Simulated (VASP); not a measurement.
# Ge: single point with PBE

Ge:

```
CELL_PARAMETERS angstrom
0.00000 2.85192 2.85192
2.85192 0.00000 2.85192
2.85192 2.85192 0.00000
ATOMIC_POSITIONS crystal
Ge 0.00000 0.00000 0.00000
Ge 0.25000 0.25000 0.25000
```

| Item | Value |
| --- | --- |
| Program | VASP 6.6.1 |
| Task | single point |
| Functional | PBE |
| Potentials or basis | VASP PAW PBE potentials, release 64 (Ge_d) |
| Cutoff | 500 eV |
| k mesh | 8 × 8 × 8 |
| Occupations | fermi-dirac, width 0.0612256 eV |
| Spin | no spin polarisation |

```yaml
Pressure: 1.8 GPa
Band_gap_on_the_k_mesh: zero (filled and empty bands touch)
```

Levels at points of the mesh, in eV from the Fermi level:
| k point | band 12 | band 13 | band 14 | band 15 | band 16 | band 17 |
| --- | --- | --- | --- | --- | --- | --- |
| (0.00, 0.00, 0.00) | -0.18 | 0.00 | 0.00 | 0.00 | 2.55 | 2.55 |
| (0.50, 0.00, 0.00) | -7.48 | -1.37 | -1.37 | 0.11 | 3.74 | 3.74 |
| (0.50, 0.50, 0.00) | -8.79 | -2.99 | -2.99 | 0.79 | 0.79 | 9.32 |

Wall time 23 s on 1 thread of Intel Xeon 6975P-C, on a shared host, peak memory 0.17 GiB.
